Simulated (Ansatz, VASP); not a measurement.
**WS2 in VASP and in Ansatz**

The input INCAR:

```
PREC     = Accurate       # precision mode
ENCUT    = 520            # plane-wave cutoff, eV
EDIFF    = 1E-6           # SCF threshold, eV
ISMEAR   = 0              # smearing method
SIGMA    = 0.05           # smearing width, eV
LREAL    = F              # projectors in reciprocal space
LASPH    = T              # aspherical terms in the spheres
NELM     = 100            # most SCF steps
ALGO     = Normal         # electronic algorithm
ISIF     = 2              # what is computed and relaxed
LWAVE    = F              # write WAVECAR
LCHARG   = F              # write CHGCAR
GGA      = PS             # functional
NBANDS   = 20             # bands
```

KPOINTS

```
Automatic mesh
0
Gamma
  12 12 2
```

The input POSCAR:

```
WS2
1.0
    3.1457762098      0.0000000000      0.0000000000
   -1.5728881049      2.7243221123      0.0000000000
    0.0000000000      0.0000000000     16.9534209708
W S
1 2
Direct
    0.3333333333      0.6666666667      0.0000000000
    0.6666666667      0.3333333333      0.9090507766
    0.6666666667      0.3333333333      0.0938984806
```

Input for Ansatz:

```yaml
crystal:
  lattice:
    - [3.1457762098, 0.0, 0.0]
    - [-1.5728881049, 2.7243221123, 0.0]
    - [0.0, 0.0, 16.9534209708]
  atoms:
    - { symbol: W, position: [0.3333333333, 0.6666666667, 0.0] }
    - { symbol: S, position: [0.6666666667, 0.3333333333, 0.9090507766] }
    - { symbol: S, position: [0.6666666667, 0.3333333333, 0.0938984806] }
basis:
  ecutwfc: 420
kpoints:
  mp_grid: { grid: [12, 12, 2] }
hamiltonian:
  xc: pbesol
scf:
  occupations: { method: gaussian, width: 0.05 }
output:
  forces: true
  stress: true
  eigenvalues: true
```

Change from the starting cell: all S atoms moved +0.025 Å, as atom 2 towards its neighbour atom 3 (S) at 3.134 Å.

Alike in both runs: task single point; functional PBEsol; k mesh 12 × 12 × 2; occupations gaussian, width 0.05 eV; no spin polarisation.

|  | VASP | Ansatz |
| --- | --- | --- |
| version | VASP 6.6.1 | Ansatz 0.2.0 |
| potentials or method | VASP PAW PBE potentials, release 64 (W_sv, S), cutoff 520 eV | scalar-relativistic, plane waves, PAW |
| valence electrons in the cell | 26 | 26 |

VASP gave:

```
gap on the k mesh at the Fermi level (eV) : 1.94
least direct gap on the mesh (eV)         : 1.94
rms of the force components (eV/Å)        : 0.343
```

Task: Estimate Ansatz's values.

Result: gap on the k mesh at the Fermi level (eV): 1.94; least direct gap on the mesh (eV): 1.94; rms of the force components (eV/Å): 0.342.

VASP's potentials were made for PBE, not for PBEsol. Atom by atom the forces differ by 0.011 eV/Å (rms over components).

Spin-orbit coupling is off throughout.
